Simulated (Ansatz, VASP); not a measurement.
## Two plane-wave programs on Si3N4

The input INCAR:

```
ALGO = Normal ; EDIFF = 1E-8
ENCUT = 520 ; GGA = PE
ISIF = 2 ; ISMEAR = -1
LASPH = T ; LCHARG = F
LEFG = T ; LREAL = F
LWAVE = F ; NBANDS = 45
NELM = 100 ; PREC = Accurate
SIGMA = 0.02
```

KPOINTS

```
k-points
0
Gamma
  4 4 10
```

Contents of POSCAR:

```
Si3N4
1.0
    7.5950000000      0.0000000000      0.0000000000
   -3.7975000000      6.5774629417      0.0000000000
    0.0000000000      0.0000000000      2.9023000000
Si N
6 8
Direct
    0.7673199105      0.1735618873      0.3256358181
    0.5937580233      0.7673199105      0.8256358181
    0.8264381127      0.5937580233      0.3256358181
    0.2326800895      0.8264381127      0.8256358181
    0.4062419767      0.2326800895      0.3256358181
    0.1735618873      0.4062419767      0.8256358181
    0.0293608823      0.3297475823      0.3256531517
    0.6930134235      0.0228234072      0.8245161224
    0.6702524177      0.6996133000      0.3256531517
    0.9706391177      0.6702524177      0.8256531517
    0.3003867000      0.9706391177      0.3256531517
    0.3297475823      0.3003867000      0.8256531517
    0.3333333333      0.6666666667     -0.1744669093
    0.6666666667      0.3333333333      0.3255330907
```

Input for Ansatz:

```yaml
crystal:
  lattice:
    - [7.595, 0.0, 0.0]
    - [-3.7975, 6.5774629417, 0.0]
    - [0.0, 0.0, 2.9023]
  atoms:
    - { symbol: Si, position: [0.7673199105, 0.1735618873, 0.3256358181] }
    - { symbol: Si, position: [0.5937580233, 0.7673199105, 0.8256358181] }
    - { symbol: Si, position: [0.8264381127, 0.5937580233, 0.3256358181] }
    - { symbol: Si, position: [0.2326800895, 0.8264381127, 0.8256358181] }
    - { symbol: Si, position: [0.4062419767, 0.2326800895, 0.3256358181] }
    - { symbol: Si, position: [0.1735618873, 0.4062419767, 0.8256358181] }
    - { symbol: "N", position: [0.0293608823, 0.3297475823, 0.3256531517] }
    - { symbol: "N", position: [0.6930134235, 0.0228234072, 0.8245161224] }
    - { symbol: "N", position: [0.6702524177, 0.6996133, 0.3256531517] }
    - { symbol: "N", position: [0.9706391177, 0.6702524177, 0.8256531517] }
    - { symbol: "N", position: [0.3003867, 0.9706391177, 0.3256531517] }
    - { symbol: "N", position: [0.3297475823, 0.3003867, 0.8256531517] }
    - { symbol: "N", position: [0.3333333333, 0.6666666667, -0.1744669093] }
    - { symbol: "N", position: [0.6666666667, 0.3333333333, 0.3255330907] }
kpoints:
  mp_grid: { grid: [4, 4, 10] }
scf:
  occupations: { method: fermi_dirac, width: 0.02 }
hamiltonian:
  xc: pbe
  pseudopotentials: { kind: paw, frozen_core: stored }
output:
  forces: true
  stress: true
  populations: true
  efg: { quadrupole_moments_barn: { "N": 0.02044 } }
  write_density: true
  write_potential: true
  elf: true
  volumetric_format: npy
```

Alike in both runs: task electric field gradients; functional PBE; k mesh 4 × 4 × 10; occupations fermi-dirac, width 0.02 eV; no spin polarisation.

|  | VASP | Ansatz |
| --- | --- | --- |
| version | VASP 6.6.1 | Ansatz 0.2.0 |
| potentials or method | VASP PAW PBE potentials, release 64 (Si, N) | plane-wave PAW, scalar-relativistic |
| plane-wave cutoff (eV) | 520 | 420 |
| valence electrons in the cell | 64 | 64 |

VASP gave:

```
gap on the k mesh at the Fermi level (eV)                     : 4.35
pressure (GPa)                                                : 6.2
traceless stress, the component that is largest in VASP (GPa) : 0.81
rms of the force components (eV/Å)                            : 0.328
size of Vzz on the site where it differs most (V/Å²)          : 44.8
```

Question: What did Ansatz give for the same quantities?

Answer: gap on the k mesh at the Fermi level (eV): 4.36; pressure (GPa): 6.5; traceless stress, the component that is largest in VASP (GPa): 0.78; rms of the force components (eV/Å): 0.328; size of Vzz on the site where it differs most (V/Å²): 49.7.

Atom by atom the forces differ by 0.002 eV/Å (rms over components). The functional is the same, so the differences come from potentials, cutoffs and numerics.
